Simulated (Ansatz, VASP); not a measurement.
## Ti: VASP beside Ansatz

The input INCAR:

```
SYSTEM = Ti
PREC = Accurate
ENCUT = 500
EDIFF = 1E-6
ISMEAR = -1
SIGMA = 0.1
LREAL = .False.
LASPH = .True.
NELM = 200
ALGO = Normal
ISIF = 2
LWAVE = .False.
LCHARG = .False.
ISPIN = 2
MAGMOM = 0
LORBIT = 11
LMAXMIX = 4
GGA = PE
NBANDS = 16
GGA_COMPAT = .False.
```

Contents of KPOINTS:

```
regular mesh
0
Gamma
  8 8 8
  0 0 0
```

Contents of POSCAR:

```
Ti
1.0
    0.0000000000      2.0645000000      2.0645000000
    2.0645000000      0.0000000000      2.0645000000
    2.0645000000      2.0645000000      0.0000000000
Ti
1
Direct
    0.0000000000      0.0000000000      0.0000000000
```

Input for Ansatz:

```yaml
crystal:
  lattice:
    - [0, 2.0645, 2.0645]
    - [2.0645, 0, 2.0645]
    - [2.0645, 2.0645, 0]
  atoms:
    - { symbol: Ti, position: [0, 0, 0] }
kpoints:
  mp_grid: { grid: [8, 8, 8], shift: [0, 0, 0] }
hamiltonian:
  xc: pbe
  pseudopotentials: { kind: paw }
magnetization:
  spin_polarized: true
scf:
  occupations: { method: fermi_dirac }
```

Alike in both runs: task single point; functional PBE; k mesh 8 × 8 × 8; collinear spin.

|  | VASP | Ansatz |
| --- | --- | --- |
| version | VASP 6.6.1 | Ansatz 0.2 development build |
| potentials or method | VASP PAW PBE potentials, release 64 (Ti_sv) | PAW hard, scalar-relativistic |
| plane-wave cutoff (eV) | 500 | 740 |
| occupations | fermi-dirac, width 0.1 eV | fermi-dirac |

|  | VASP | Ansatz | Ansatz less VASP |
| --- | --- | --- | --- |
| net moment per atom (μB) | 0.00 | 0.00 | 0.000 |
